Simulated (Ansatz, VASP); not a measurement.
**Two plane-wave programs on HgTe**

```
Hg Te
1.0
     0.01474    3.21112    3.12757
     3.21128   -0.02731    3.16962
     3.22242    3.26432   -0.03846
Hg Te
1 1
Direct
  0.00150 0.99701 0.00087
  0.25439 0.25780 0.24102
```

Alike in both runs: task single point; functional PBE; k mesh 3 × 3 × 3; no spin polarisation.

|  | VASP | Ansatz |
| --- | --- | --- |
| version | VASP 6.6.1 | Ansatz 0.2.0 |
| potentials or method | VASP PAW PBE potentials, release 64 (Hg, Te), cutoff 500 eV | plane waves, PAW |
| occupations | gaussian, width 0.01 eV | fixed |
| valence electrons in the cell | 18 | 36 |

Ansatz gave:

| Property | Result |
| --- | --- |
| pressure (GPa) | 6.3 |
| traceless stress, the component that is largest in VASP (GPa) | -0.91 |
| rms of the force components (eV/Å) | 0.163 |

Question: What did VASP give for the same quantities?

Answer: Pressure (GPa): 6.4; traceless stress, the component that is largest in VASP (GPa): -0.94; rms of the force components (eV/Å): 0.168.

Atom by atom the forces differ by 0.005 eV/Å (rms over components). VASP's potentials hold 18 valence electrons a cell and Ansatz's 36, so a difference there can come from the potentials and not from the codes. Ansatz's warnings: stress scf threshold loose.

The k mesh is coarse, so the values compare programs but aren't converged. Neither program's run includes spin-orbit coupling.
